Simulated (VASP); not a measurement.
# Zn3C (Pm-3m) in VASP: relaxation of cell and atoms with PBE

Aim: the relaxation of cell and atoms of Zn3C with PBE.

All numbers are computed with VASP 6.6.1; they aren't measurements. Logs are shortened: lines on timing, memory, paths and dates and some standing lists are left out, and cuts for length are marked.

## Step 1: The cell of the first run

Symmetry: Pm-3m, No. 221, cubic system. Conventional cell: a = 3.706 Å, b = 3.706 Å, c = 3.706 Å, α = 90.00°, β = 90.00°, γ = 90.00°. Within 3.5 Å of Zn (site symmetry 4/mmm) lie 8 Zn at 2.62 Å and 4 C at 2.62 Å. C (site symmetry m-3m) has 12 Zn at 2.62 Å within 3.5 Å.

The cell was built from a structure type or drawn by symmetry, and may not be a known phase.

## Step 2: Relaxation of cell and atoms, PBE

INCAR

```
PREC     = Accurate       # precision mode
ENCUT    = 600            # plane-wave cutoff, eV
EDIFF    = 1E-6           # SCF threshold, eV
ISMEAR   = 0              # smearing method
SIGMA    = 0.1            # smearing width, eV
LREAL    = False          # projectors in reciprocal space
LASPH    = True           # aspherical terms in the spheres
NELM     = 80             # most SCF steps
ALGO     = Normal         # electronic algorithm
ISIF     = 3              # what is computed and relaxed
LWAVE    = False          # write WAVECAR
LCHARG   = False          # write CHGCAR
GGA      = PE             # functional
IBRION   = 2              # ionic algorithm
NSW      = 100            # ionic steps
EDIFFG   = -0.01          # ionic threshold
```

KPOINTS

```
Automatic mesh
0
Gamma
  12 12 12
```

POSCAR

```
Zn3C
1.0
    3.7063880496      0.0000000000      0.0000000000
    0.0000000000      3.7063880496      0.0000000000
    0.0000000000      0.0000000000      3.7063880496
Zn C
3 1
Direct
    0.0000000000      0.5000000000      0.5000000000
    0.5000000000      0.5000000000      0.0000000000
    0.5000000000      0.0000000000      0.5000000000
    0.0000000000      0.0000000000      0.0000000000
```

Potentials or basis: VASP PAW PBE potentials, release 64 (Zn, C).

Command:

```console
$ cat potpaw_PBE.64/Zn/POTCAR potpaw_PBE.64/C/POTCAR > POTCAR
$ mpirun -np 1 vasp_std > vasp.out
```

OUTCAR:

```text
PREC = Accurate
   ENCUT = 600
   EDIFF = 1E-6
   ISMEAR = 0
   LREAL = False
   LASPH = True
   NELM = 80
   ISIF = 3
   GGA = PE
   IBRION = 2
   NSW = 100
   EDIFFG = -0.01

 ion  position               nearest neighbor table
   1  0.000  0.500  0.500-   2 2.62   3 2.62   2 2.62   3 2.62   2 2.62   3 2.62   2 2.62   3 2.62

   2  0.500  0.500  0.000-   1 2.62   3 2.62   1 2.62   3 2.62   3 2.62   3 2.62   1 2.62   1 2.62

   3  0.500  0.000  0.500-   1 2.62   2 2.62   2 2.62   1 2.62   2 2.62   2 2.62   1 2.62   1 2.62

   4  0.000  0.000  0.000-

  LATTYP: Found a simple cubic cell.
 ALAT       =     3.7063880496

  Lattice vectors:

 A1 = (   3.7063880496,   0.0000000000,   0.0000000000)
 A2 = (   0.0000000000,   3.7063880496,   0.0000000000)
 A3 = (   0.0000000000,   0.0000000000,   3.7063880496)

Analysis of symmetry for initial positions (statically):
=====================================================================
 Subroutine PRICEL returns:
 Original cell was already a primitive cell.

 Routine SETGRP: Setting up the symmetry group for a
 simple cubic supercell.

 Subroutine GETGRP returns: Found 48 space group operations
 (whereof 48 operations were pure point group operations)
 out of a pool of 48 trial point group operations.

The static configuration has the point symmetry O_h .

Analysis of symmetry for dynamics (positions and initial velocities):
=====================================================================
 Subroutine PRICEL returns:
 Original cell was already a primitive cell.

 Routine SETGRP: Setting up the symmetry group for a
 simple cubic supercell.

 Subroutine GETGRP returns: Found 48 space group operations
 (whereof 48 operations were pure point group operations)
 out of a pool of 48 trial point group operations.

The dynamic configuration has the point symmetry O_h .

 Subroutine INISYM returns: Found 48 space group operations
 (whereof 48 operations are pure point group operations),
 and found     1 'primitive' translations

----------------------------------------------------------------------------------------

                                     Primitive cell

  volume of cell :      50.9158

  direct lattice vectors                    reciprocal lattice vectors
     3.706388050  0.000000000  0.000000000     0.269804453  0.000000000  0.000000000
     0.000000000  3.706388050  0.000000000     0.000000000  0.269804453  0.000000000
     0.000000000  0.000000000  3.706388050     0.000000000  0.000000000  0.269804453

  length of vectors
     3.706388050  3.706388050  3.706388050     0.269804453  0.269804453  0.269804453

  position of ions in fractional coordinates (direct lattice)
     0.000000000  0.500000000  0.500000000
     0.500000000  0.500000000  0.000000000
     0.500000000  0.000000000  0.500000000
     0.000000000  0.000000000  0.000000000

  ion indices of the primitive-cell ions
   primitive index   ion index
                 1           1
                 2           2
                 3           3
                 4           4

----------------------------------------------------------------------------------------

 KPOINTS: Automatic mesh

Automatic generation of k-mesh.
 Grid dimensions read from file:
 generate k-points for:   12   12   12

 Generating k-lattice:

  Cartesian coordinates                     Fractional coordinates (reciprocal lattice)
     0.022483704  0.000000000  0.000000000     0.083333333  0.000000000  0.000000000
     0.000000000  0.022483704  0.000000000     0.000000000  0.083333333  0.000000000
     0.000000000  0.000000000  0.022483704     0.000000000  0.000000000  0.083333333

  Length of vectors
     0.022483704  0.022483704  0.022483704

  Shift w.r.t. Gamma in fractional coordinates (k-lattice)
     0.000000000  0.000000000  0.000000000

 Subroutine IBZKPT returns following result:
 ===========================================

 Found     84 irreducible k-points:

 Following reciprocal coordinates:
            Coordinates               Weight
  0.000000  0.000000  0.000000      1.000000
  0.083333  0.000000  0.000000      6.000000
  0.166667  0.000000  0.000000      6.000000
  0.250000  0.000000  0.000000      6.000000
  0.333333  0.000000  0.000000      6.000000
  0.416667  0.000000  0.000000      6.000000
[... 16 lines left out ...]
  0.333333  0.333333  0.000000     12.000000
  0.416667  0.333333  0.000000     24.000000
 [... further k-points ...]
   k-points           NKPTS =     84   k-points in BZ     NKDIM =     84   number of bands    NBANDS=     24
   number of dos      NEDOS =    301   number of ions     NIONS =      4
   total plane-waves  NPLWV =  27000
   dimension x,y,z NGX =    30 NGY =   30 NGZ =   30
   dimension x,y,z NGXF=    60 NGYF=   60 NGZF=   60
   ions per type =               3   1
   NGX,Y,Z   is equivalent  to a cutoff of  13.46, 13.46, 13.46 a.u.
   NGXF,Y,Z  is equivalent  to a cutoff of  26.91, 26.91, 26.91 a.u.
 SYSTEM =  unknown system
   PREC   = accura    normal or accurate (medium, high low for compatibility)
   ISTART =      0    job   : 0-new  1-cont  2-samecut
   ICHARG =      2    charge: 1-file 2-atom 10-const
   ISPIN  =      1    spin polarized calculation?
   LNONCOLLINEAR =      F non collinear calculations
   LSORBIT =      F    spin-orbit coupling
   LASPH  =      T    aspherical Exc in radial PAW
   ENCUT  =  600.0 eV  44.10 Ry    6.64 a.u.   7.40  7.40  7.40*2*pi/ulx,y,z
   NELM   =     80;   NELMIN=  2; NELMDL= -5     # of ELM steps
   EDIFF  = 0.1E-05   stopping-criterion for ELM
   LREAL  =      F    real-space projection
   EDIFFG = -.1E-01   stopping-criterion for IOM
   NSW    =    100    number of steps for IOM
   IBRION =      2    ionic relax: 0-MD 1-quasi-New 2-CG
   NFREE  =      1    steps in history (QN), initial steepest desc. (CG)
   ISIF   =      3    stress and relaxation
   ISYM   =      2    0-nonsym 1-usesym 2-fastsym
   POTIM  = 0.5000    time-step for ionic-motion
   TEBEG  =    0.0;   TEEND  =   0.0 temperature during run
   PSTRESS=    0.0 pullay stress
   NELECT =      40.0000    total number of electrons
   NUPDOWN=      -1.0000    fix difference up-down
   EMIN   =  10.00;   EMAX   =-10.00  energy-range for DOS
   EFERMI =   0.00;   METHOD = LEGACY
   ISMEAR =     0;   SIGMA  =   0.10  broadening in eV -4-tet -1-fermi 0-gaus
   EFERMI_NEDOS =   21; number of points for ismear=-14 and -15
   IALGO  =     38    algorithm
   IMIX   =      4    mixing-type and parameters
     AMIX     =   0.40;   BMIX     =  1.00
     AMIX_MAG =   1.60;   BMIX_MAG =  1.00
  volume/ion in A,a.u.               =      12.73        85.90
  Fermi-wavevector in a.u.,A,eV,Ry     =   1.510581  2.854584 31.046511  2.281854
  Thomas-Fermi vector in A             =   2.620752
   LORBIT       =      0    0 simple, 1 ext, 2 COOP (PROOUT), +10 PAW based schemes
   GGA     = PE    functional components
   LHFCALC =     F    Hartree Fock is set to
   AEXX    =    0.0000 exact exchange contribution
   IVDW    =     0    specifies the selected vdW correction
   LEPSILON=     F    determine dielectric tensor
   LRPA    =     F    only Hartree local field effects (RPA)
 conjugate gradient relaxation of ions
 non-spin polarized calculation
 Gauss-broadening in eV      SIGMA  =   0.10
  energy-cutoff  :      600.00
  volume of cell :       50.92
 maximum number of plane-waves:      1743
 NGX is ok and might be reduce to    30
   NGX = 15   NGY = 15   NGZ = 15

 number of electron      40.0000005 magnetization

 Free energy of the ion-electron system (eV)
  ---------------------------------------------------
  ext. energy  EPLUGINS =         0.00000000
  ---------------------------------------------------
  free energy    TOTEN  =        -8.38541808 eV

  energy without entropy =       -8.37943390  energy(sigma->0) =       -8.38242599

 E-fermi :   3.9119     XC(G=0): -11.9216

 val. band max:        3.9081962174   @ k =   0.4167   0.4167   0.3333
 cond. band min:       3.9128293968   @ k =   0.5000   0.4167   0.4167
 fundamental gap:      0.0046331794
 Fermi energy:         3.9119182139

 k-point     1 :       0.0000    0.0000    0.0000
  band No.  band energies     occupation
      1      -8.6817      2.00000
      2      -5.3030      2.00000
      3      -4.5651      2.00000
      4      -4.5651      2.00000
      5      -4.5651      2.00000
      6      -4.3173      2.00000
[... 16 lines left out ...]
     23       8.2428      0.00000
     24       8.2428      0.00000

 k-point     2 :       0.0833    0.0000    0.0000
  band No.  band energies     occupation
      1      -8.6169      2.00000
      2      -5.2805      2.00000
      3      -4.5588      2.00000
      4      -4.5504      2.00000
      5      -4.5504      2.00000
      6      -4.3197      2.00000
[... 16 lines left out ...]
     23       8.1851      0.00000
     24       8.1851      0.00000

 k-point     3 :       0.1667    0.0000    0.0000
  band No.  band energies     occupation
      1      -8.4259      2.00000
      2      -5.2187      2.00000
      3      -4.5412      2.00000
      4      -4.5068      2.00000
      5      -4.5068      2.00000
      6      -4.3324      2.00000
[... 16 lines left out ...]
     23       7.9849      0.00000
     24       7.9849      0.00000

 k-point     4 :       0.2500    0.0000    0.0000
  band No.  band energies     occupation
      1      -8.1210      2.00000
      2      -5.1396      2.00000
      3      -4.5161      2.00000
      4      -4.4357      2.00000
      5      -4.4357      2.00000
      6      -4.3732      2.00000
[... 16 lines left out ...]
     23       7.6044      0.00000
     24       7.6044      0.00000

 k-point     5 :       0.3333    0.0000    0.0000
  band No.  band energies     occupation
      1      -7.7327      2.00000
      2      -5.1010      2.00000
      3      -4.4895      2.00000
      4      -4.4597      2.00000
      5      -4.3411      2.00000
      6      -4.3411      2.00000
[... 451 lines left out ...]
 k-point    22 :       0.5000    0.2500    0.0000
  band No.  band energies     occupation
      1      -6.8224      2.00000
      2      -4.8747      2.00000
      3      -4.3656      2.00000
      4      -4.3536      2.00000
      5      -4.2929      2.00000
      6      -4.1655      2.00000
[... 16 lines left out ...]
     23       7.3043      0.00000
     24       8.7761      0.00000

 k-point    23 :       0.3333    0.3333    0.0000
  band No.  band energies     occupation
      1      -6.9941      2.00000
      2      -4.7645      2.00000
      3      -4.3851      2.00000
      4      -4.2977      2.00000
      5      -4.1770      2.00000
      6      -4.1243      2.00000
[... 16 lines left out ...]
     23       7.9017      0.00000
     24       8.6052      0.00000

 k-point    24 :       0.4167    0.3333    0.0000
  band No.  band energies     occupation
      1      -6.7376      2.00000
      2      -4.6770      2.00000
      3      -4.3354      2.00000
      4      -4.2908      2.00000
      5      -4.2412      2.00000
      6      -4.1261      2.00000
[... 16 lines left out ...]
     23       7.9898      0.00000
     24       8.3250      0.00000

 [... further k-points ...]
[... 5 lines left out ...]
  --------------------------------------------------------------------------------------
  -------------------------------------------------------------------------------------
  Total        0.0165938      0.0165938      0.0165938      0.0000000     -0.0000000      0.0000000
  in kB        0.5221596      0.5221596      0.5221596      0.0000000     -0.0000000      0.0000000
  external PRESSURE =       0.5221596 kB  Pullay stress =       0.0000000 kB

 VOLUME and BASIS-vectors are now :
 -----------------------------------------------------------------------------
  energy-cutoff  :      600.00
  volume of cell :       50.92
      direct lattice vectors                 reciprocal lattice vectors
     3.706388050  0.000000000  0.000000000     0.269804453  0.000000000  0.000000000
     0.000000000  3.706388050  0.000000000     0.000000000  0.269804453  0.000000000
     0.000000000  0.000000000  3.706388050     0.000000000  0.000000000  0.269804453

 POSITION                                       TOTAL-FORCE (eV/Angst)
 -----------------------------------------------------------------------------------
      0.00000      1.85319      1.85319         0.000000      0.000000      0.000000
      1.85319      1.85319      0.00000         0.000000      0.000000      0.000000
      1.85319      0.00000      1.85319         0.000000      0.000000      0.000000
      0.00000      0.00000      0.00000         0.000000      0.000000      0.000000
 -----------------------------------------------------------------------------------
    total drift:                                0.000000      0.000000     -0.000000

  FREE ENERGIE OF THE ION-ELECTRON SYSTEM (eV)
  ---------------------------------------------------
  free  energy   TOTEN  =        -8.3854180844 eV

  energy  without entropy=       -8.3794339024  energy(sigma->0) =       -8.38242599

 reached required accuracy - stopping structural energy minimisation
```

Wall time 51 s (1 thread of Intel Xeon 6975P-C (Granite Rapids), shared host); peak memory 0.24 GiB.

Results:

```yaml
Free_energy: -8.3854 eV
Pressure_after_relaxing: 0.1 GPa
Band_gap_on_the_k_mesh: zero (bands 20 and 21 overlap by 1.78 eV)
```

Final structure:
```
Zn C
1.0
     3.70639    0.00000    0.00000
     0.00000    3.70639    0.00000
     0.00000    0.00000    3.70639
Zn C
3 1
Direct
  0.00000 0.50000 0.50000
  0.50000 0.50000 0.00000
  0.50000 0.00000 0.50000
  0.00000 0.00000 0.00000
```

Levels at points of the mesh, in eV from the Fermi level:
| k point | band 18 | band 19 | band 20 | band 21 | band 22 | band 23 |
| --- | --- | --- | --- | --- | --- | --- |
| (0.00, 0.00, 0.00) | -2.62 | -2.62 | -2.62 | 2.61 | 2.61 | 4.33 |
| (0.50, 0.00, 0.00) | -1.68 | -0.78 | -0.78 | 1.38 | 2.48 | 2.48 |
| (0.50, 0.50, 0.00) | -5.06 | -5.06 | 0.09 | 2.08 | 3.43 | 3.43 |
| (0.50, 0.50, 0.50) | -4.32 | -4.32 | -3.59 | -1.05 | -1.05 | -1.05 |

Caveat: the relaxation stopped at its first step, so nothing moved.
